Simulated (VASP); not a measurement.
Crystal: Ti.

```xyz
1
Lattice="0.0000 2.0300 2.0300 2.0300 0.0000 2.0300 2.0300 2.0300 0.0000" Properties=species:S:1:pos:R:3 pbc="T T T"
Ti    0.0000    0.0000    0.0000
```

| Item | Value |
| --- | --- |
| Program | VASP 6.6.1 |
| Task | relaxation of cell and atoms |
| Functional | LDA |
| Potentials or basis | VASP PAW LDA potentials, release 64 (Ti_sv) |
| Cutoff | 600 eV |
| k mesh | 24 × 24 × 24 |
| Occupations | fermi-dirac, width 0.1 eV |
| Spin | no spin polarisation |

At the start: pressure -4.7 GPa; volume 16.73 Å³/atom.

Task: Where does the relaxation end?

Result: Over 26 steps the energy falls by 10.7 meV/atom and the volume is 16.04 Å³/atom (-4.2 %); space group Fm-3m (No. 225, to 0.05 Å).

Step by step:
```csv
step,energy change (eV),largest force (eV/Å),pressure (GPa),volume (Å³)
1,0.0000,0.0000,-4.68,16.73
2,-0.0056,0.0000,3.65,15.58
3,-0.0107,0.0000,0.05,16.03
4,-0.0107,0.0000,-0.05,16.04
5,-0.0107,0.0000,-0.08,16.04
6,-0.0107,0.0000,-0.09,16.04
7,-0.0107,0.0000,-0.09,16.04
8,-0.0107,0.0000,-0.08,16.04
9,-0.0107,0.0000,-0.08,16.04
10,-0.0107,0.0000,-0.08,16.04
11,-0.0107,0.0000,-0.08,16.04
12,-0.0107,0.0000,-0.08,16.04
13,-0.0107,0.0000,-0.08,16.04
14,-0.0107,0.0000,-0.09,16.04
15,-0.0107,0.0000,-0.09,16.04
16,-0.0107,0.0000,-0.10,16.04
17,-0.0107,0.0000,-0.08,16.04
18,-0.0107,0.0000,-0.08,16.03
19,-0.0107,0.0000,0.04,16.02
20,-0.0107,0.0000,0.06,16.03
21,-0.0107,0.0000,0.07,16.03
22,-0.0107,0.0000,0.05,16.03
23,-0.0107,0.0000,0.05,16.03
24,-0.0107,0.0000,0.03,16.03
25,-0.0107,0.0000,0.03,16.03
26,-0.0107,0.0000,0.01,16.04
```

Final structure:
```yaml
crystal:
  lattice:
    - [0.00000, 2.00150, 2.00150]
    - [2.00150, 0.00000, 2.00150]
    - [2.00150, 2.00150, 0.00000]
  atoms:
    - { symbol: Ti, position: [0.00000, 0.00000, 0.00000] }
```
